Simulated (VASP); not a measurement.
## Ag: single point with LDA

Crystal: Ag.

```
Ag
1.0
     2.75723    0.00000    0.00000
    -1.37862    2.38783    0.00000
     0.00000    0.00000    5.40908
Ag
2
Direct
  0.33333 0.66667 0.25000
  0.66667 0.33333 0.75000
```

This cell differs from its parent crystal: ratio of the length along z to the lengths across it x 1.2, volume and fractional coordinates fixed.

| Item | Value |
| --- | --- |
| Program | VASP 6.6.1 |
| Task | single point |
| Functional | LDA |
| Potentials or basis | VASP PAW LDA potentials, release 64 (Ag) |
| Cutoff | 520 eV |
| k mesh | 24 × 24 × 12 |
| Occupations | methfessel-paxton, width 0.1 eV |
| Spin | no spin polarisation |
| Dipole correction | no |
| Further INCAR settings | ALGO = Fast; EDIFF = 1e-06; NBANDS = 18 |

| Item | Value |
| --- | --- |
| Pressure | -6.4 GPa |
| Band gap on the k mesh | zero (band 11 reaches 12.47 eV, above the bottom of band 12 at 4.35 eV) |

Stress tensor (GPa, compression positive):
```
 -1.69   0.00   0.00
  0.00  -1.69   0.00
  0.00   0.00 -15.89
```

Levels at points of the mesh, in eV from the Fermi level:
```
           k point  band 7  band 8  band 9  band 10  band 11  band 12  band 13  band 14  band 15  band 16
(0.00, 0.00, 0.00)   -4.62   -3.50   -3.50    -3.07    -3.07    -1.39     1.05    13.08    16.88    18.21
(0.50, 0.00, 0.00)   -3.50   -3.18   -2.54    -2.50     0.55     2.04     5.90     6.34     8.17     9.38
(0.00, 0.00, 0.50)   -4.69   -4.69   -3.26    -3.26    -3.26    -3.26     7.15     7.15    17.20    17.20
(0.50, 0.00, 0.50)   -3.25   -3.25   -2.52    -2.52     0.99     0.99     4.89     4.89    11.47    11.47
```

It took 2.2 min on 1 thread of Intel Xeon 6975P-C, on a shared host, peak memory 0.32 GiB.
